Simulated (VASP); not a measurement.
A run of VASP 6.6.1 is set up as follows.

The input INCAR:

```
SYSTEM = Li6SiS2N2
PREC = Accurate
ENCUT = 520
EDIFF = 1E-7
ISMEAR = 0
SIGMA = 0.1
LREAL = Auto
LASPH = .True.
NELM = 60
ALGO = Normal
ISIF = 2
LWAVE = .False.
LCHARG = .False.
GGA = PE
IVDW = 12
NBANDS = 61
ISYM = 0
```

The input KPOINTS:

```
Automatic mesh
0
Gamma
  2 2 2
  0.5 0.5 0.5
```

Contents of POSCAR:

```
Li6SiS2N2
1.0
    6.3792545937      0.2762362489      0.0658343154
    0.2593584861      6.5513915728     -0.0775956310
    0.0610331088     -0.0785069978      6.6998245157
Si S Li N
2 4 12 4
Direct
    0.3629374499      0.2232507086      0.7369278099
    0.0854680689      0.6850237269      0.0660776833
    1.0126199409      0.3596711317      0.0563559851
    0.8893151109      0.7857322678      0.3287011486
    0.8751978027      0.7941438569      0.8282440438
    0.3677695750      0.5135909906      0.5433824459
    0.6831593310      0.4609144028      0.7539020640
    0.0045536924      0.5229819826      0.6007640787
    0.6353268652      0.7053793980      0.0791990587
    0.1671613891      0.2527210031      0.4043503492
    0.8405401129      0.1458193143      0.2638986505
    0.4454940094      0.4084832140      0.0778188359
    1.0383059264      1.0030703125      0.5915124362
    0.6528440677      0.0399613210      0.5304965508
    0.8155781189      0.1612916068      0.8465963462
    0.3585254942      0.8035464086      0.7780640644
    0.7070667855      0.4545681953      0.3773285268
    0.3295403136      0.8241140654      0.3512011104
    0.3433527426      1.0305299114      0.5716795993
    0.8566188827      0.2601885850      0.5565933218
    0.7436905219      0.3702387995      0.0726268922
    0.3378320335      0.7193143576      0.0635830368
```

Potentials or basis: VASP PAW PBE potentials, release 64 (Si, S, Li_sv, N).

Command:

```console
$ cat potpaw_PBE.64/Si/POTCAR potpaw_PBE.64/S/POTCAR potpaw_PBE.64/Li_sv/POTCAR potpaw_PBE.64/N/POTCAR > POTCAR
$ mpirun -np 1 vasp_std > vasp.out
```

Question: Predict the dispersion energy per atom.

Answer: -0.263 eV.

Question: Predict the band gap on the k mesh.

Answer: 1.85 eV.

Forces on the atoms (eV/Å):
```
Si   0.013  0.041  0.017
Si  -0.078 -0.003  0.003
S   -0.085  0.020  0.006
S    0.021 -0.016 -0.020
S    0.018 -0.012  0.019
S   -0.002 -0.011  0.004
Li  -0.009  0.008  0.007
Li   0.006  0.006  0.002
Li   0.020 -0.002  0.005
Li   0.007  0.000  0.000
Li   0.001 -0.013 -0.001
Li  -0.017 -0.002  0.001
Li   0.001 -0.017  0.002
Li  -0.005 -0.012 -0.002
Li   0.001 -0.008  0.002
Li   0.002 -0.002 -0.005
Li  -0.007  0.015 -0.014
Li  -0.003 -0.002  0.002
N   -0.004 -0.014 -0.020
N    0.007  0.009  0.003
N    0.085  0.013 -0.007
N    0.027  0.001 -0.001
```
